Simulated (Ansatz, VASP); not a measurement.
# One calculation of TaV, two programs

INCAR

```
PREC = Accurate
ENCUT = 520
EDIFF = 1E-6
ISMEAR = -1
SIGMA = 0.05
LREAL = F
LASPH = T
NELM = 150
ALGO = Normal
ISIF = 2
LWAVE = F
LCHARG = F
ISPIN = 2
MAGMOM = 0 2
LORBIT = 11
LMAXMIX = 4
GGA = PE
NBANDS = 23
```

Contents of KPOINTS:

```
Automatic mesh
0
Gamma
  10 10 6
```

File POSCAR:

```
TaV
1.0
    1.6382119218     -2.3530369813      0.0000000000
    1.6382119218      2.3530369813      0.0000000000
    0.0000000000      0.0000000000      4.4265073424
Ta V
1 1
Direct
    0.0000000000      0.0000000000      0.0000000000
    0.5000000000      0.5000000000      0.5000000000
```

Contents of input.yaml:

```yaml
crystal:
  lattice:
    - [1.6382119218, -2.3530369813, 0.0]
    - [1.6382119218, 2.3530369813, 0.0]
    - [0.0, 0.0, 4.4265073424]
  atoms:
    - { symbol: Ta, position: [0.0, 0.0, 0.0] }
    - { symbol: V, position: [0.5, 0.5, 0.5], spin: 2.0 }
hamiltonian:
  xc: pbe
  pseudopotentials: { kind: paw, level: accurate }
magnetization:
  spin_polarized: true
kpoints:
  mp_grid: { grid: [10, 10, 6] }
scf:
  occupations: { method: fermi_dirac, width: 0.05 }
output:
  forces: true
  stress: true
  eigenvalues: true
  write_density: true
  write_potential: true
  elf: true
  volumetric_format: npy
```

Alike in both runs: task single point; functional PBE; k mesh 10 × 10 × 6; occupations fermi-dirac, width 0.05 eV; collinear spin.

|  | VASP | Ansatz |
| --- | --- | --- |
| version | VASP 6.6.1 | Ansatz 0.2.0 |
| potentials or method | VASP PAW PBE potentials, release 64 (Ta_pv, V_sv) | Ansatz PAW earlier set |
| plane-wave cutoff (eV) | 520 | 930 |
| valence electrons in the cell | 24 | 40 |

Ansatz gave:

```
gap on the k mesh at the Fermi level (eV)                     : none
pressure (GPa)                                                : -9.6
traceless stress, the component that is largest in VASP (GPa) : -0.71
net moment per atom (μB)                                      : 0.00
```

**Question.** Estimate VASP's values.

**Answer.** gap on the k mesh at the Fermi level (eV): none; pressure (GPa): -9.5; traceless stress, the component that is largest in VASP (GPa): -0.72; net moment per atom (μB): 0.00.

A gap of «none» marks a metal or a gap that the smearing closes. VASP's potentials hold 24 valence electrons a cell and Ansatz's 40, so a difference there can come from the potentials and not from the codes.

Neither program's run includes spin-orbit coupling.
